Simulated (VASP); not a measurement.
Wanted: the native input for a VASP 6.6.1 run.

* Task: single point
* Functional: PBEsol
* Potentials or basis: VASP PAW PBE potentials, release 64 (In_d, Se)
* Cutoff: 520 eV
* k mesh: 5 × 7 × 3
* Occupations: gaussian, width 0.05 eV
* Spin: no spin polarisation
* Dipole correction: no
* Further INCAR settings: ALGO = Normal; EDIFF = 1e-06; NBANDS = 69; ISYM = 0

The structure of InSe lies in POSCAR:

```
InSe
1.0
   -4.2698077340      2.0552742549     -4.2667954482
    0.0000000000      4.1105485099      0.0000000000
    9.0851639015     -2.0552742549     -8.5494755661
In Se
6 6
Direct
    0.4759118131      0.8858026583      0.2475171298
    0.1425784798      0.8858026583      0.9141837964
    0.8092451464      0.8858026583      0.5808504631
    0.1907548536      0.1141973417      0.4191495369
    0.8574215202      0.1141973417      0.0858162036
    0.5240881869      0.1141973417      0.7524828702
    0.5812094505      0.6547212196      0.8906518897
    0.2478761172      0.6547212196      0.5573185563
    0.9145427838      0.6547212196      0.2239852230
    0.0854572162      0.3452787804      0.7760147770
    0.7521238828      0.3452787804      0.4426814437
    0.4187905495      0.3452787804      0.1093481103
```

The input as run:

INCAR

```
PREC     = Accurate       # precision mode
ENCUT    = 520            # plane-wave cutoff, eV
EDIFF    = 1E-6           # SCF threshold, eV
ISMEAR   = 0              # smearing method
SIGMA    = 0.05           # smearing width, eV
LREAL    = F              # projectors in reciprocal space
LASPH    = T              # aspherical terms in the spheres
NELM     = 80             # most SCF steps
ALGO     = Normal         # electronic algorithm
ISIF     = 2              # what is computed and relaxed
LWAVE    = F              # write WAVECAR
LCHARG   = F              # write CHGCAR
GGA      = PS             # functional
ISYM     = 0            
NBANDS   = 69             # bands
KPAR     = 4
```

KPOINTS

```
regular mesh
0
Gamma
  5 7 3
```

Potentials or basis: VASP PAW PBE potentials, release 64 (In_d, Se).

Launch:

```console
$ cat potpaw_PBE.64/In_d/POTCAR potpaw_PBE.64/Se/POTCAR > POTCAR
$ mpirun -np 4 vasp_std > vasp.out
```

Results of the run:

```yaml
Pressure: 0.1 GPa
Largest_force: 0.017 eV/Å
Band_gap_on_the_k_mesh: 0.73 eV
```

Caveat: semilocal functionals underestimate gaps, and a narrow one can read as zero; the PAW data sets were made with another functional, which shifts forces and pressure a little; spin-orbit coupling is left out, which moves the levels of the heavy elements.

Wall time 5.9 min on 4 MPI ranks on Intel(R) Xeon(R) Platinum 8259CL CPU @ 2.50GHz (Skylake/Cascade Lake), with other jobs on the host, peak memory 0.92 GiB a rank.
